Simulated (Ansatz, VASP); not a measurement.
## TiSi2: VASP beside Ansatz

```
CELL_PARAMETERS angstrom
0.00000 4.11752 4.26290
2.38951 0.00000 4.26290
2.38951 4.11752 0.00000
ATOMIC_POSITIONS crystal
Ti 0.50000 0.50000 0.50000
Ti 0.75000 0.75000 0.75000
Si 0.83743 0.16257 0.83743
Si 0.16257 0.83743 0.16257
Si 0.08743 0.41257 0.08743
Si 0.41257 0.08743 0.41257
```

Alike in both runs: task single point; functional PBE; k mesh 6 × 6 × 6; occupations gaussian, width 0.1 eV; no spin polarisation.

|  | VASP | Ansatz |
| --- | --- | --- |
| version | VASP 6.6.1 | Ansatz 0.2.0 |
| potentials or method | VASP PAW PBE potentials, release 64 (Ti_sv, Si), cutoff 520 eV | scalar-relativistic, plane waves, PAW |
| valence electrons in the cell | 40 | 40 |

|  | VASP | Ansatz | Ansatz less VASP |
| --- | --- | --- | --- |
| gap on the k mesh at the Fermi level (eV) | none | none | - |
| pressure (GPa) | 2.0 | 2.1 | +0.01 |
| traceless stress, the component that is largest in VASP (GPa) | -0.53 | -0.54 | -0.003 |
| rms of the force components (eV/Å) | 0.034 | 0.035 | +0.0004 |

Atom by atom the forces differ by 0.000 eV/Å (rms over components). A gap of «none» marks a metal or a gap that the smearing closes.
